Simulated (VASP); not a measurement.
# Hf6F (P-31m) in VASP: further runs

Runs on Hf6F. Level: PBE. Tasks: single point.

All numbers are computed with VASP 6.6.1; they aren't measurements. Logs are shortened: lines on timing, memory, paths and dates and some standing lists are left out, and cuts for length are marked.

### Step 1. The cell of the first run

It takes space group P-31m (No. 162, trigonal). The conventional cell has a = 5.619 Å, b = 5.619 Å, c = 5.196 Å, α = 90.00°, β = 90.00°, γ = 120.00°. Within 3.4 Å of Hf (site symmetry m) lie 1 F at 2.37 Å and 12 Hf at 3.01 to 3.36 Å. Within 3.1 Å of F (site symmetry -3m) lie 6 Hf at 2.37 Å.

### Step 2. Single point, PBE (with an interstitial atom)

Contents of INCAR:

```
SYSTEM = Hf6F
  ALGO = Normal
  EDIFF = 1E-6
  ENCUT = 520
  GGA = PE
  ISIF = 2
  ISMEAR = 0
  LASPH = .TRUE.
  LCHARG = .TRUE.
  LELF = .TRUE.
  LREAL = .FALSE.
  LVHAR = .TRUE.
  LWAVE = .FALSE.
  NBANDS = 42
  NELM = 60
  PREC = Accurate
  SIGMA = 0.2
```

Contents of KPOINTS:

```
k-points
0
G
  4 4 3
  0 0 0
```

Contents of POSCAR:

```
Hf6F
1.0
    5.6188566726      0.0000000000      0.0000000000
   -2.8094283363      4.8660726187      0.0000000000
    0.0000000000      0.0000000000      5.1958812600
Hf F
6 1
Direct
    0.3447367155      0.3447367155      0.7355445912
    0.6552632845      0.6552632845      0.2644554088
    0.3447367155      0.0000000000      0.2644554088
    0.0000000000      0.6552632845      0.7355445912
    0.0000000000      0.3447367155      0.2644554088
    0.6552632845      0.0000000000      0.7355445912
    0.0000000000      0.0000000000      0.0000000000
```

Potentials or basis: VASP PAW PBE potentials, release 64 (Hf_pv, F).

The run is started by

```
> cat potpaw_PBE.64/Hf_pv/POTCAR potpaw_PBE.64/F/POTCAR > POTCAR
> mpirun -np 1 vasp_std > vasp.out
```

OUTCAR:

```text
SYSTEM = Hf6F
   EDIFF = 1E-6
   ENCUT = 520
   GGA = PE
   ISIF = 2
   ISMEAR = 0
   LASPH = .TRUE.
   LREAL = .FALSE.
   NELM = 60
   PREC = Accurate

 ion  position               nearest neighbor table
   1  0.345  0.345  0.736-   7 2.37   2 3.01   5 3.12   3 3.12   4 3.19   4 3.19   6 3.19   6 3.19
                             2 3.26   6 3.36   4 3.36   5 3.36   3 3.36
   2  0.655  0.655  0.264-   7 2.37   1 3.01   4 3.12   6 3.12   5 3.19   5 3.19   3 3.19   3 3.19
                             1 3.26   3 3.36   5 3.36   4 3.36   6 3.36
   3  0.345  0.000  0.264-   7 2.37   6 3.01   1 3.12   4 3.12   2 3.19   5 3.19   2 3.19   5 3.19
                             6 3.26   5 3.36   2 3.36   4 3.36   1 3.36
   4  0.000  0.655  0.736-   7 2.37   5 3.01   2 3.12   3 3.12   1 3.19   1 3.19   6 3.19   6 3.19
                             5 3.26   6 3.36   1 3.36   2 3.36   3 3.36
   5  0.000  0.345  0.264-   7 2.37   4 3.01   1 3.12   6 3.12   2 3.19   2 3.19   3 3.19   3 3.19
                             4 3.26   3 3.36   2 3.36   1 3.36   6 3.36
   6  0.655  0.000  0.736-   7 2.37   3 3.01   5 3.12   2 3.12   1 3.19   4 3.19   1 3.19   4 3.19
                             3 3.26   1 3.36   4 3.36   2 3.36   5 3.36
   7  0.000  0.000  0.000-   3 2.37   6 2.37   1 2.37   4 2.37   5 2.37   2 2.37

  LATTYP: Found a hexagonal cell.
 ALAT       =     5.6188566726
 C/A-ratio  =     0.9247221566

  Lattice vectors:

 A1 = (   5.6188566726,   0.0000000000,   0.0000000000)
 A2 = (  -2.8094283363,   4.8660726187,   0.0000000000)
 A3 = (   0.0000000000,   0.0000000000,   5.1958812600)

Analysis of symmetry for initial positions (statically):
=====================================================================
 Subroutine PRICEL returns:
 Original cell was already a primitive cell.

 Routine SETGRP: Setting up the symmetry group for a
 hexagonal supercell.

 Subroutine GETGRP returns: Found 12 space group operations
 (whereof 12 operations were pure point group operations)
 out of a pool of 24 trial point group operations.

The static configuration has the point symmetry D_3d.

Analysis of symmetry for dynamics (positions and initial velocities):
=====================================================================
 Subroutine PRICEL returns:
 Original cell was already a primitive cell.

 Routine SETGRP: Setting up the symmetry group for a
 hexagonal supercell.

 Subroutine GETGRP returns: Found 12 space group operations
 (whereof 12 operations were pure point group operations)
 out of a pool of 24 trial point group operations.

The dynamic configuration has the point symmetry D_3d.

 Subroutine INISYM returns: Found 12 space group operations
 (whereof 12 operations are pure point group operations),
 and found     1 'primitive' translations

----------------------------------------------------------------------------------------

                                     Primitive cell

  volume of cell :     142.0646

  direct lattice vectors                    reciprocal lattice vectors
     5.618856673  0.000000000  0.000000000     0.177972150  0.102752268  0.000000000
    -2.809428336  4.866072619  0.000000000     0.000000000  0.205504537  0.000000000
     0.000000000  0.000000000  5.195881260     0.000000000  0.000000000  0.192460133

  length of vectors
     5.618856673  5.618856673  5.195881260     0.205504537  0.205504537  0.192460133

  position of ions in fractional coordinates (direct lattice)
     0.344736715  0.344736715  0.735544591
     0.655263285  0.655263285  0.264455409
     0.344736715  0.000000000  0.264455409
     0.000000000  0.655263285  0.735544591
     0.000000000  0.344736715  0.264455409
     0.655263285  0.000000000  0.735544591
     0.000000000  0.000000000  0.000000000

  ion indices of the primitive-cell ions
   primitive index   ion index
                 1           1
                 2           2
                 3           3
                 4           4
                 5           5
                 6           6
                 7           7

----------------------------------------------------------------------------------------

 KPOINTS: k-points

Automatic generation of k-mesh.
 Grid dimensions read from file:
 generate k-points for:    4    4    3

 Generating k-lattice:

  Cartesian coordinates                     Fractional coordinates (reciprocal lattice)
     0.044493037  0.025688067  0.000000000     0.250000000  0.000000000  0.000000000
     0.000000000  0.051376134  0.000000000     0.000000000  0.250000000  0.000000000
     0.000000000  0.000000000  0.064153378     0.000000000  0.000000000  0.333333333

  Length of vectors
     0.051376134  0.051376134  0.064153378

  Shift w.r.t. Gamma in fractional coordinates (k-lattice)
     0.000000000  0.000000000  0.000000000

 Subroutine IBZKPT returns following result:
 ===========================================

 Found      9 irreducible k-points:

 Following reciprocal coordinates:
            Coordinates               Weight
  0.000000  0.000000  0.000000      1.000000
  0.250000 -0.000000  0.000000      6.000000
  0.500000 -0.000000  0.000000      3.000000
  0.250000  0.250000  0.000000      6.000000
  0.000000  0.000000  0.333333      2.000000
  0.250000 -0.000000  0.333333     12.000000
  0.500000 -0.000000  0.333333      6.000000
  0.250000  0.250000  0.333333      6.000000
 -0.250000  0.500000  0.333333      6.000000
   k-points           NKPTS =      9   k-points in BZ     NKDIM =      9   number of bands    NBANDS=     42
   number of dos      NEDOS =    301   number of ions     NIONS =      7
   total plane-waves  NPLWV =  70560
   dimension x,y,z NGX =    42 NGY =   42 NGZ =   40
   dimension x,y,z NGXF=    84 NGYF=   84 NGZF=   80
   ions per type =               6   1
   NGX,Y,Z   is equivalent  to a cutoff of  12.43, 12.43, 12.80 a.u.
   NGXF,Y,Z  is equivalent  to a cutoff of  24.85, 24.85, 25.60 a.u.
 SYSTEM =  Hf6F
   PREC   = accura    normal or accurate (medium, high low for compatibility)
   ISTART =      0    job   : 0-new  1-cont  2-samecut
   ICHARG =      2    charge: 1-file 2-atom 10-const
   ISPIN  =      1    spin polarized calculation?
   LNONCOLLINEAR =      F non collinear calculations
   LSORBIT =      F    spin-orbit coupling
   LASPH  =      T    aspherical Exc in radial PAW
   ENCUT  =  520.0 eV  38.22 Ry    6.18 a.u.  10.45 10.45  9.66*2*pi/ulx,y,z
   NELM   =     60;   NELMIN=  2; NELMDL= -5     # of ELM steps
   EDIFF  = 0.1E-05   stopping-criterion for ELM
   LREAL  =      F    real-space projection
   EDIFFG = 0.1E-04   stopping-criterion for IOM
   NSW    =      0    number of steps for IOM
   IBRION =     -1    ionic relax: 0-MD 1-quasi-New 2-CG
   NFREE  =      0    steps in history (QN), initial steepest desc. (CG)
   ISIF   =      2    stress and relaxation
   ISYM   =      2    0-nonsym 1-usesym 2-fastsym
   POTIM  = 0.5000    time-step for ionic-motion
   TEBEG  =    0.0;   TEEND  =   0.0 temperature during run
   PSTRESS=    0.0 pullay stress
   NELECT =      67.0000    total number of electrons
   NUPDOWN=      -1.0000    fix difference up-down
   EMIN   =  10.00;   EMAX   =-10.00  energy-range for DOS
   EFERMI =   0.00;   METHOD = LEGACY
   ISMEAR =     0;   SIGMA  =   0.20  broadening in eV -4-tet -1-fermi 0-gaus
   EFERMI_NEDOS =   21; number of points for ismear=-14 and -15
   IALGO  =     38    algorithm
   IMIX   =      4    mixing-type and parameters
     AMIX     =   0.40;   BMIX     =  1.00
     AMIX_MAG =   1.60;   BMIX_MAG =  1.00
  volume/ion in A,a.u.               =      20.29       136.96
  Fermi-wavevector in a.u.,A,eV,Ry     =   1.274299  2.408075 22.093640  1.623837
  Thomas-Fermi vector in A             =   2.407074
   LORBIT       =      0    0 simple, 1 ext, 2 COOP (PROOUT), +10 PAW based schemes
   GGA     = PE    functional components
   LHFCALC =     F    Hartree Fock is set to
   AEXX    =    0.0000 exact exchange contribution
   IVDW    =     0    specifies the selected vdW correction
   LEPSILON=     F    determine dielectric tensor
   LRPA    =     F    only Hartree local field effects (RPA)
 non-spin polarized calculation
 Gauss-broadening in eV      SIGMA  =   0.20
  energy-cutoff  :      520.00
  volume of cell :      142.06
 maximum number of plane-waves:      3841
 NGX is ok and might be reduce to    42
   NGX = 21   NGY = 21   NGZ = 19

 number of electron      67.0000022 magnetization

 Free energy of the ion-electron system (eV)
  ---------------------------------------------------
  ext. energy  EPLUGINS =         0.00000000
  ---------------------------------------------------
  free energy    TOTEN  =       -64.94113160 eV

  energy without entropy =      -64.85439420  energy(sigma->0) =      -64.89776290

 E-fermi :   5.1385     XC(G=0): -11.2852

 val. band max:        5.0582660076   @ k =   0.2500  -0.0000   0.3333
 cond. band min:       5.2042562398   @ k =  -0.2500   0.5000   0.3333
 fundamental gap:      0.1459902322
 Fermi energy:         5.1385387264

 k-point     1 :       0.0000    0.0000    0.0000
  band No.  band energies     occupation
      1     -26.3322      2.00000
      2     -25.9190      2.00000
      3     -25.9093      2.00000
      4     -25.9093      2.00000
      5     -25.9045      2.00000
      6     -25.8029      2.00000
[... 34 lines left out ...]
     41       6.7035      0.00000
     42       6.9511      0.00000

 k-point     2 :       0.2500   -0.0000    0.0000
  band No.  band energies     occupation
      1     -26.2851      2.00000
      2     -25.9994      2.00000
      3     -25.9436      2.00000
      4     -25.9124      2.00000
      5     -25.8461      2.00000
      6     -25.8416      2.00000
[... 34 lines left out ...]
     41       6.8077      0.00000
     42       7.2777      0.00000

 k-point     3 :       0.5000   -0.0000    0.0000
  band No.  band energies     occupation
      1     -26.2150      2.00000
      2     -26.0377      2.00000
      3     -25.9640      2.00000
      4     -25.9080      2.00000
      5     -25.8244      2.00000
      6     -25.8057      2.00000
[... 34 lines left out ...]
     41       6.9597      0.00000
     42       7.2974      0.00000

 k-point     4 :       0.2500    0.2500    0.0000
  band No.  band energies     occupation
      1     -26.2019      2.00000
      2     -26.0033      2.00000
      3     -25.9989      2.00000
      4     -25.8851      2.00000
      5     -25.8674      2.00000
      6     -25.8190      2.00000
[... 34 lines left out ...]
     41       7.0080      0.00000
     42       7.1445      0.00000

 k-point     5 :       0.0000    0.0000    0.3333
  band No.  band energies     occupation
      1     -26.1591      2.00000
      2     -26.0203      2.00000
      3     -26.0203      2.00000
      4     -25.8742      2.00000
      5     -25.8742      2.00000
      6     -25.8732      2.00000
[... 34 lines left out ...]
     41       6.6487      0.00000
     42       6.9165      0.00000

 k-point     6 :       0.2500   -0.0000    0.3333
  band No.  band energies     occupation
      1     -26.2196      2.00000
      2     -26.0489      2.00000
      3     -26.0159      2.00000
      4     -25.9302      2.00000
      5     -25.8894      2.00000
      6     -25.7673      2.00000
[... 34 lines left out ...]
     41       6.6496      0.00000
     42       6.9815      0.00000

 k-point     7 :       0.5000   -0.0000    0.3333
  band No.  band energies     occupation
      1     -26.2581      2.00000
      2     -26.0561      2.00000
      3     -26.0029      2.00000
      4     -25.9253      2.00000
      5     -25.8357      2.00000
      6     -25.7991      2.00000
[... 34 lines left out ...]
     41       6.9354      0.00000
     42       7.1693      0.00000

 k-point     8 :       0.2500    0.2500    0.3333
  band No.  band energies     occupation
      1     -26.1806      2.00000
      2     -26.0810      2.00000
      3     -26.0317      2.00000
      4     -25.9059      2.00000
      5     -25.8829      2.00000
      6     -25.7824      2.00000
[... 34 lines left out ...]
     41       7.1583      0.00000
     42       7.1793      0.00000

 k-point     9 :      -0.2500    0.5000    0.3333
  band No.  band energies     occupation
      1     -26.2869      2.00000
      2     -26.0112      2.00000
      3     -25.9958      2.00000
      4     -25.9493      2.00000
      5     -25.8842      2.00000
      6     -25.7897      2.00000
[... 34 lines left out ...]
     41       6.8626      0.00000
     42       7.0284      0.00000

------------------------ aborting loop because EDIFF is reached ----------------------------------------

  FORCE on cell =-STRESS in cart. coord.  units (eV):
  Direction    XX          YY          ZZ          XY          YZ          ZX
  --------------------------------------------------------------------------------------
  -------------------------------------------------------------------------------------
  Total       -0.6159186     -0.6159186     -0.8532348      0.0000000     -0.0000000     -0.0000000
  in kB       -6.9462142     -6.9462142     -9.6226211      0.0000000     -0.0000000     -0.0000000
  external PRESSURE =      -7.8383498 kB  Pullay stress =       0.0000000 kB

 VOLUME and BASIS-vectors are now :
 -----------------------------------------------------------------------------
  energy-cutoff  :      520.00
  volume of cell :      142.06
      direct lattice vectors                 reciprocal lattice vectors
     5.618856673  0.000000000  0.000000000     0.177972150  0.102752268  0.000000000
    -2.809428336  4.866072619  0.000000000     0.000000000  0.205504537  0.000000000
     0.000000000  0.000000000  5.195881260     0.000000000  0.000000000  0.192460133

 POSITION                                       TOTAL-FORCE (eV/Angst)
 -----------------------------------------------------------------------------------
      0.96851      1.67751      3.82180        -0.023769     -0.041170      0.006900
      1.84092      3.18856      1.37408         0.023769      0.041170     -0.006900
      1.93703      0.00000      1.37408        -0.047539     -0.000000     -0.006900
     -1.84092      3.18856      3.82180        -0.023769      0.041170      0.006900
     -0.96851      1.67751      1.37408         0.023769     -0.041170     -0.006900
      3.68183      0.00000      3.82180         0.047539      0.000000      0.006900
      0.00000      0.00000      0.00000        -0.000000     -0.000000     -0.000000
 -----------------------------------------------------------------------------------
    total drift:                               -0.000000      0.000000      0.000000

  FREE ENERGIE OF THE ION-ELECTRON SYSTEM (eV)
  ---------------------------------------------------
  free  energy   TOTEN  =       -64.9411316007 eV

  energy  without entropy=      -64.8543942003  energy(sigma->0) =      -64.89776290
```

It took 32 s on 1 thread of Intel Xeon 6975P-C (Granite Rapids), shared host; peak memory 0.25 GiB.

What came out:

```yaml
Free_energy: -64.9411 eV
Pressure: -0.8 GPa
Largest_force: 0.048 eV/Å
Band_gap_on_the_k_mesh: zero (an odd number of electrons rules out a gap without spin polarisation)
```

Forces on the atoms (eV/Å):
```
Hf  -0.024 -0.041  0.007
Hf   0.024  0.041 -0.007
Hf  -0.048  0.000 -0.007
Hf  -0.024  0.041  0.007
Hf   0.024 -0.041 -0.007
Hf   0.048  0.000  0.007
F    0.000  0.000  0.000
```

Levels at points of the mesh, in eV from the Fermi level:
| k point | band 31 | band 32 | band 33 | band 34 | band 35 | band 36 |
| --- | --- | --- | --- | --- | --- | --- |
| (0.00, 0.00, 0.00) | -1.36 | -0.41 | 0.29 | 0.29 | 0.63 | 0.63 |
| (0.50, 0.00, 0.00) | -1.33 | -0.92 | -0.80 | 0.12 | 0.72 | 0.77 |

Caveat: the k points lie up to 0.40 Å⁻¹ apart, too coarse for converged energies and pressures of a metal; the cell differs from its parent crystal (with an interstitial atom); spin-orbit coupling is left out, which moves the levels of the heavy elements; an odd number of electrons without spin polarisation forces a metal; a magnetic or distorted state may lie lower.

(Part 1 of 2 ends here.)
